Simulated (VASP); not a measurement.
# Si2Sb2Se (I4/mmm) in VASP: single point with PBE

Aim: the single point of Si2Sb2Se with PBE.

Program: VASP 6.6.1. These are calculated values, not measurements. Logs are shortened: lines on timing, memory, paths and dates and some standing lists are left out, and cuts for length are marked.

### Step 1. The cell of the first run

The structure is tetragonal, space group I4/mmm (No. 139). Conventional cell: a = 3.738 Å, b = 3.738 Å, c = 15.857 Å, α = 90.00°, β = 90.00°, γ = 90.00°. Si (site symmetry -4m2) has 4 Si at 2.64 Å and 4 Sb at 2.91 Å within 3.5 Å. Sb (site symmetry 4mm) has 4 Si at 2.91 Å and 4 Se at 3.16 Å and 5 Sb at 3.47 to 3.74 Å within 3.8 Å. Within 4.2 Å of Se (site symmetry 4/mmm) lie 8 Sb at 3.16 Å and 4 Se at 3.74 Å.

The cell was built from a structure type or drawn by symmetry, and may not be a known phase.

### Step 2. Single point, PBE

INCAR reads:

```
SYSTEM = Si2Sb2Se
PREC     = Accurate       ! precision mode
ENCUT    = 520            ! plane-wave cutoff, eV
EDIFF    = 1E-6           ! SCF threshold, eV
ISMEAR   = 0              ! smearing method
SIGMA    = 0.1            ! smearing width, eV
LREAL    = .FALSE.        ! projectors in reciprocal space
LASPH    = .TRUE.         ! aspherical terms in the spheres
NELM     = 80             ! most SCF steps
ALGO     = Normal         ! electronic algorithm
ISIF     = 2              ! what is computed and relaxed
LWAVE    = .FALSE.        ! write WAVECAR
LCHARG   = .FALSE.        ! write CHGCAR
GGA      = PE             ! functional
NBANDS   = 20             ! bands
```

KPOINTS reads:

```
Automatic mesh
0
G
  6 6 6
  0 0 0
```

POSCAR reads:

```
Si2Sb2Se
1.0
   -1.8689380598      1.8689380598      7.9282663163
    1.8689380598     -1.8689380598      7.9282663163
    1.8689380598      1.8689380598     -7.9282663163
Si Sb Se
2 2 1
Direct
    0.7500000000      0.2500000000      0.5000000000
    0.2500000000      0.7500000000      0.5000000000
    0.6092691904      0.6092691904      0.0000000000
    0.3907308096      0.3907308096      0.0000000000
    0.0000000000      0.0000000000      0.0000000000
```

Potentials or basis: VASP PAW PBE potentials, release 64 (Si, Sb, Se).

Run with:

```bash
$ cat potpaw_PBE.64/Si/POTCAR potpaw_PBE.64/Sb/POTCAR potpaw_PBE.64/Se/POTCAR > POTCAR
$ mpirun -np 1 vasp_std > vasp.out
```

OUTCAR:

```text
SYSTEM = Si2Sb2Se
   PREC = Accurate
   ENCUT = 520
   EDIFF = 1E-6
   ISMEAR = 0
   LREAL = .FALSE.
   LASPH = .TRUE.
   NELM = 80
   ISIF = 2
   GGA = PE

 ion  position               nearest neighbor table
   1  0.750  0.250  0.500-   2 2.64   2 2.64   2 2.64   2 2.64   4 2.91   3 2.91   4 2.91   3 2.91

   2  0.250  0.750  0.500-   1 2.64   1 2.64   1 2.64   1 2.64   4 2.91   3 2.91   3 2.91   4 2.91

   3  0.609  0.609  0.000-   1 2.91   2 2.91   2 2.91   1 2.91   5 3.16   5 3.16   5 3.16   5 3.16
                             4 3.47
   4  0.391  0.391  0.000-   1 2.91   2 2.91   2 2.91   1 2.91   5 3.16   5 3.16   5 3.16   5 3.16
                             3 3.47
   5  0.000  0.000  0.000-   3 3.16   3 3.16   3 3.16   4 3.16   3 3.16   4 3.16   4 3.16   4 3.16

  LATTYP: Found a body centered tetragonal cell.
 ALAT       =     3.7378761196
 C/A-ratio  =     4.2421236353

  Lattice vectors:

 A1 = (  -1.8689380598,   1.8689380598,   7.9282663163)
 A2 = (   1.8689380598,  -1.8689380598,   7.9282663163)
 A3 = (   1.8689380598,   1.8689380598,  -7.9282663163)

Analysis of symmetry for initial positions (statically):
=====================================================================
 Subroutine PRICEL returns:
 Original cell was already a primitive cell.

 Routine SETGRP: Setting up the symmetry group for a
 body centered tetragonal supercell.

 Subroutine GETGRP returns: Found 16 space group operations
 (whereof 16 operations were pure point group operations)
 out of a pool of 16 trial point group operations.

The static configuration has the point symmetry D_4h.

Analysis of symmetry for dynamics (positions and initial velocities):
=====================================================================
 Subroutine PRICEL returns:
 Original cell was already a primitive cell.

 Routine SETGRP: Setting up the symmetry group for a
 body centered tetragonal supercell.

 Subroutine GETGRP returns: Found 16 space group operations
 (whereof 16 operations were pure point group operations)
 out of a pool of 16 trial point group operations.

The dynamic configuration has the point symmetry D_4h.

 Subroutine INISYM returns: Found 16 space group operations
 (whereof 16 operations are pure point group operations),
 and found     1 'primitive' translations

----------------------------------------------------------------------------------------

                                     Primitive cell

  volume of cell :     110.7715

  direct lattice vectors                    reciprocal lattice vectors
    -1.868938060  1.868938060  7.928266316     0.000000000  0.267531606  0.063065490
     1.868938060 -1.868938060  7.928266316     0.267531606  0.000000000  0.063065490
     1.868938060  1.868938060 -7.928266316     0.267531606  0.267531606  0.000000000

  length of vectors
     8.357228352  8.357228352  8.357228352     0.274864359  0.274864359  0.378346825

  position of ions in fractional coordinates (direct lattice)
     0.750000000  0.250000000  0.500000000
     0.250000000  0.750000000  0.500000000
     0.609269190  0.609269190  0.000000000
     0.390730810  0.390730810  0.000000000
     0.000000000  0.000000000  0.000000000

  ion indices of the primitive-cell ions
   primitive index   ion index
                 1           1
                 2           2
                 3           3
                 4           4
                 5           5

----------------------------------------------------------------------------------------

 KPOINTS: Automatic mesh

Automatic generation of k-mesh.
 Grid dimensions read from file:
 generate k-points for:    6    6    6

 Generating k-lattice:

  Cartesian coordinates                     Fractional coordinates (reciprocal lattice)
     0.000000000  0.044588601  0.010510915     0.166666667  0.000000000  0.000000000
     0.044588601  0.000000000  0.010510915     0.000000000  0.166666667  0.000000000
     0.044588601  0.044588601  0.000000000     0.000000000  0.000000000  0.166666667

  Length of vectors
     0.045810727  0.045810727  0.063057804

  Shift w.r.t. Gamma in fractional coordinates (k-lattice)
     0.000000000  0.000000000  0.000000000

 Subroutine IBZKPT returns following result:
 ===========================================

 Found     30 irreducible k-points:

 Following reciprocal coordinates:
            Coordinates               Weight
  0.000000  0.000000  0.000000      1.000000
  0.166667 -0.000000  0.000000      8.000000
  0.333333  0.000000 -0.000000      8.000000
  0.500000  0.000000  0.000000      4.000000
  0.166667  0.166667  0.000000      8.000000
  0.333333  0.166667 -0.000000     16.000000
[... 16 lines left out ...]
 -0.333333 -0.333333  0.166667      8.000000
 -0.166667 -0.333333  0.166667      8.000000
 [... further k-points ...]
   k-points           NKPTS =     30   k-points in BZ     NKDIM =     30   number of bands    NBANDS=     20
   number of dos      NEDOS =    301   number of ions     NIONS =      5
   total plane-waves  NPLWV = 262144
   dimension x,y,z NGX =    64 NGY =   64 NGZ =   64
   dimension x,y,z NGXF=   128 NGYF=  128 NGZF=  128
   ions per type =               2   2   1
   NGX,Y,Z   is equivalent  to a cutoff of  12.73, 12.73, 12.73 a.u.
   NGXF,Y,Z  is equivalent  to a cutoff of  25.46, 25.46, 25.46 a.u.
 SYSTEM =  Si2Sb2Se
   PREC   = accura    normal or accurate (medium, high low for compatibility)
   ISTART =      0    job   : 0-new  1-cont  2-samecut
   ICHARG =      2    charge: 1-file 2-atom 10-const
   ISPIN  =      1    spin polarized calculation?
   LNONCOLLINEAR =      F non collinear calculations
   LSORBIT =      F    spin-orbit coupling
   LASPH  =      T    aspherical Exc in radial PAW
   ENCUT  =  520.0 eV  38.22 Ry    6.18 a.u.  15.54 15.54 15.54*2*pi/ulx,y,z
   NELM   =     80;   NELMIN=  2; NELMDL= -5     # of ELM steps
   EDIFF  = 0.1E-05   stopping-criterion for ELM
   LREAL  =      F    real-space projection
   EDIFFG = 0.1E-04   stopping-criterion for IOM
   NSW    =      0    number of steps for IOM
   IBRION =     -1    ionic relax: 0-MD 1-quasi-New 2-CG
   NFREE  =      0    steps in history (QN), initial steepest desc. (CG)
   ISIF   =      2    stress and relaxation
   ISYM   =      2    0-nonsym 1-usesym 2-fastsym
   POTIM  = 0.5000    time-step for ionic-motion
   TEBEG  =    0.0;   TEEND  =   0.0 temperature during run
   PSTRESS=    0.0 pullay stress
   NELECT =      24.0000    total number of electrons
   NUPDOWN=      -1.0000    fix difference up-down
   EMIN   =  10.00;   EMAX   =-10.00  energy-range for DOS
   EFERMI =   0.00;   METHOD = LEGACY
   ISMEAR =     0;   SIGMA  =   0.10  broadening in eV -4-tet -1-fermi 0-gaus
   EFERMI_NEDOS =   21; number of points for ismear=-14 and -15
   IALGO  =     38    algorithm
   IMIX   =      4    mixing-type and parameters
     AMIX     =   0.40;   BMIX     =  1.00
     AMIX_MAG =   1.60;   BMIX_MAG =  1.00
  volume/ion in A,a.u.               =      22.15       149.50
  Fermi-wavevector in a.u.,A,eV,Ry     =   0.983262  1.858096 13.154168  0.966804
  Thomas-Fermi vector in A             =   2.114407
   LORBIT       =      0    0 simple, 1 ext, 2 COOP (PROOUT), +10 PAW based schemes
   GGA     = PE    functional components
   LHFCALC =     F    Hartree Fock is set to
   AEXX    =    0.0000 exact exchange contribution
   IVDW    =     0    specifies the selected vdW correction
   LEPSILON=     F    determine dielectric tensor
   LRPA    =     F    only Hartree local field effects (RPA)
 non-spin polarized calculation
 Gauss-broadening in eV      SIGMA  =   0.10
  energy-cutoff  :      520.00
  volume of cell :      110.77
 maximum number of plane-waves:      3022
 NGX is ok and might be reduce to    64
   NGX = 31   NGY = 31   NGZ = 31

 number of electron      24.0000000 magnetization

 Free energy of the ion-electron system (eV)
  ---------------------------------------------------
  ext. energy  EPLUGINS =         0.00000000
  ---------------------------------------------------
  free energy    TOTEN  =       -21.27150595 eV

  energy without entropy =      -21.26598646  energy(sigma->0) =      -21.26874620

 E-fermi :   7.4973     XC(G=0): -10.1869

 val. band max:        7.4971251774   @ k =  -0.1667   0.1667   0.0000
 cond. band min:       7.5281135407   @ k =  -0.3333   0.3333   0.3333
 fundamental gap:      0.0309883633
 Fermi energy:         7.4972677417

 k-point     1 :       0.0000    0.0000    0.0000
  band No.  band energies     occupation
      1      -6.5902      2.00000
      2      -4.6467      2.00000
      3      -3.2033      2.00000
      4       0.3316      2.00000
      5       3.6511      2.00000
      6       4.8390      2.00000
[... 12 lines left out ...]
     19      12.5160      0.00000
     20      12.6667      0.00000

 k-point     2 :       0.1667   -0.0000    0.0000
  band No.  band energies     occupation
      1      -6.3636      2.00000
      2      -4.4777      2.00000
      3      -2.9289      2.00000
      4      -0.0433      2.00000
      5       2.4233      2.00000
      6       3.8274      2.00000
[... 12 lines left out ...]
     19      12.2117      0.00000
     20      12.7503      0.00000

 k-point     3 :       0.3333    0.0000   -0.0000
  band No.  band energies     occupation
      1      -5.7848      2.00000
      2      -3.9707      2.00000
      3      -2.5731      2.00000
      4      -0.6263      2.00000
      5       0.3986      2.00000
      6       3.5226      2.00000
[... 12 lines left out ...]
     19      11.9187      0.00000
     20      12.7885      0.00000

 k-point     4 :       0.5000    0.0000    0.0000
  band No.  band energies     occupation
      1      -5.3727      2.00000
      2      -3.3854      2.00000
      3      -2.9913      2.00000
      4      -0.8638      2.00000
      5       0.1081      2.00000
      6       2.1636      2.00000
[... 429 lines left out ...]
 k-point    23 :      -0.3333   -0.3333    0.1667
  band No.  band energies     occupation
      1      -6.0895      2.00000
      2      -4.5584      2.00000
      3      -2.3226      2.00000
      4      -0.1588      2.00000
      5       2.2207      2.00000
      6       3.0422      2.00000
[... 12 lines left out ...]
     19      11.6409      0.00000
     20      12.7692      0.00000

 k-point    24 :      -0.1667   -0.3333    0.1667
  band No.  band energies     occupation
      1      -6.3177      2.00000
      2      -4.7061      2.00000
      3      -2.5818      2.00000
      4      -0.1739      2.00000
      5       2.5090      2.00000
      6       3.2389      2.00000
[... 12 lines left out ...]
     19      12.1606      0.00000
     20      12.5546      0.00000

 [... further k-points ...]

------------------------ aborting loop because EDIFF is reached ----------------------------------------

  FORCE on cell =-STRESS in cart. coord.  units (eV):
  Direction    XX          YY          ZZ          XY          YZ          ZX
  --------------------------------------------------------------------------------------
  -------------------------------------------------------------------------------------
  Total       -0.1148785     -0.1148785     -0.0722029      0.0000000      0.0000000      0.0000000
  in kB       -1.6615802     -1.6615802     -1.0443288      0.0000000      0.0000000      0.0000000
  external PRESSURE =      -1.4558297 kB  Pullay stress =       0.0000000 kB

 VOLUME and BASIS-vectors are now :
 -----------------------------------------------------------------------------
  energy-cutoff  :      520.00
  volume of cell :      110.77
      direct lattice vectors                 reciprocal lattice vectors
    -1.868938060  1.868938060  7.928266316     0.000000000  0.267531606  0.063065490
     1.868938060 -1.868938060  7.928266316     0.267531606  0.000000000  0.063065490
     1.868938060  1.868938060 -7.928266316     0.267531606  0.267531606  0.000000000

 POSITION                                       TOTAL-FORCE (eV/Angst)
 -----------------------------------------------------------------------------------
     -0.00000      1.86894      3.96413        -0.000000     -0.000000      0.000000
      1.86894     -0.00000      3.96413        -0.000000     -0.000000     -0.000000
      0.00000      0.00000      9.66090        -0.000000     -0.000000     -0.038940
      0.00000      0.00000      6.19564         0.000000      0.000000      0.038940
      0.00000      0.00000      0.00000        -0.000000     -0.000000      0.000000
 -----------------------------------------------------------------------------------
    total drift:                               -0.000000     -0.000000     -0.000000

  FREE ENERGIE OF THE ION-ELECTRON SYSTEM (eV)
  ---------------------------------------------------
  free  energy   TOTEN  =       -21.2715059531 eV

  energy  without entropy=      -21.2659864559  energy(sigma->0) =      -21.26874620
```

It took 5.3 min on 1 thread of Intel Xeon Platinum 8375C at 2.90GHz (Ice Lake), shared host; peak memory 0.56 GiB.

What came out:

```
Free energy            : -21.2715 eV
Pressure               : -0.1 GPa
Largest force          : 0.039 eV/Å
Band gap on the k mesh : zero (bands 12 and 13 overlap by 2.17 eV)
```

Forces in eV/Å, atoms in the order of the input:
```
Si   0.000  0.000  0.000
Si   0.000  0.000  0.000
Sb   0.000  0.000 -0.039
Sb   0.000  0.000  0.039
Se   0.000  0.000  0.000
```

Caveat: spin-orbit coupling is left out, which moves the levels of the heavy elements.
